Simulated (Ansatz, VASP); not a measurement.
One calculation of YMg2O2, two programs

```xyz
5
Lattice="3.5273 0.0000 0.0000 0.0000 3.5273 0.0000 0.0000 0.0000 5.5323" Properties=species:S:1:pos:R:3 pbc="T T T"
Y     0.0000    0.0000    0.0000
Mg    0.0000    1.7637    2.7662
Mg    1.7637    0.0000    2.7662
O     1.7637    1.7637    1.4002
O     1.7637    1.7637    4.1321
```

Change from the starting cell: species swapped into the CeMg2Si2 type (P4/mmm, No. 123).

Alike in both runs: functional PBE; k mesh 4 × 4 × 4; occupations gaussian, width 0.1 eV; no spin polarisation.

Ansatz relaxed the structure, and its values are those at the end. VASP's run is a single point on that final structure, the one shown.

```csv
,VASP,Ansatz
version,VASP 6.6.1,Ansatz 0.2.0
potentials or method,"VASP PAW PBE potentials, release 64 (Y_sv, Mg, O), cutoff 520 eV","scalar-relativistic, plane waves, PAW"
valence electrons in the cell,27,43
```

VASP gave:

```
gap on the k mesh at the Fermi level (eV) : none
pressure (GPa)                            : -0.4
rms of the force components (eV/Å)        : 0.011
```

Estimate Ansatz's values.

gap on the k mesh at the Fermi level (eV): none; pressure (GPa): -0.2; rms of the force components (eV/Å): 0.002.

A gap of «none» marks a metal or a gap that the smearing closes. VASP's potentials hold 27 valence electrons a cell and Ansatz's 43, so a difference there can come from the potentials and not from the codes.

The k mesh is coarse, so the values compare programs but aren't converged.
